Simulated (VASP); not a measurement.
A run of VASP 6.6.1 is set up as follows.

The input INCAR:

```
SYSTEM = W3I
  PREC = Accurate
  ENCUT = 520
  EDIFF = 1E-6
  ISMEAR = 0
  SIGMA = 0.1
  LREAL = .False.
  LASPH = .True.
  NELM = 60
  ALGO = Fast
  ISIF = 2
  LWAVE = .False.
  LCHARG = .True.
  GGA = PE
  LELF = .True.
  LVHAR = .True.
  NBANDS = 59
```

File KPOINTS:

```
Automatic mesh
0
Gamma
  6 6 10
  0 0 0
```

Contents of POSCAR:

```
W3I
1.0
    6.6691231755      0.0000000000      0.0000000000
   -3.3345615877      5.7756300909      0.0000000000
    0.0000000000      0.0000000000      4.4322555037
W I
6 2
Direct
    0.8675567555      0.7351135109      0.2500000000
    0.1324432445      0.8675567555      0.7500000000
    0.2648864891      0.1324432445      0.2500000000
    0.1324432445      0.2648864891      0.7500000000
    0.8675567555      0.1324432445      0.2500000000
    0.7351135109      0.8675567555      0.7500000000
    0.3333333333      0.6666666667      0.2500000000
    0.6666666667      0.3333333333      0.7500000000
```

Potentials or basis: VASP PAW PBE potentials, release 64 (W_sv, I).

Launch:

```bash
$ cat potpaw_PBE.64/W_sv/POTCAR potpaw_PBE.64/I/POTCAR > POTCAR
$ mpirun -np 1 vasp_std > vasp.out
```

**Question.** Predict the pressure.

**Answer.** 0.3 GPa.

**Question.** Estimate the band gap on the k mesh.

**Answer.** Zero (bands 49 and 50 overlap by 0.83 eV).

**Question.** Estimate the largest force.

**Answer.** 0.049 eV/Å.

Forces on the atoms (eV/Å):
```
W    0.000 -0.049  0.000
W    0.043 -0.025  0.000
W    0.043  0.025  0.000
W    0.000  0.049  0.000
W   -0.043  0.025  0.000
W   -0.043 -0.025  0.000
I    0.000  0.000  0.000
I    0.000  0.000  0.000
```

Caveat: spin-orbit coupling is left out, which moves the levels of the heavy elements.
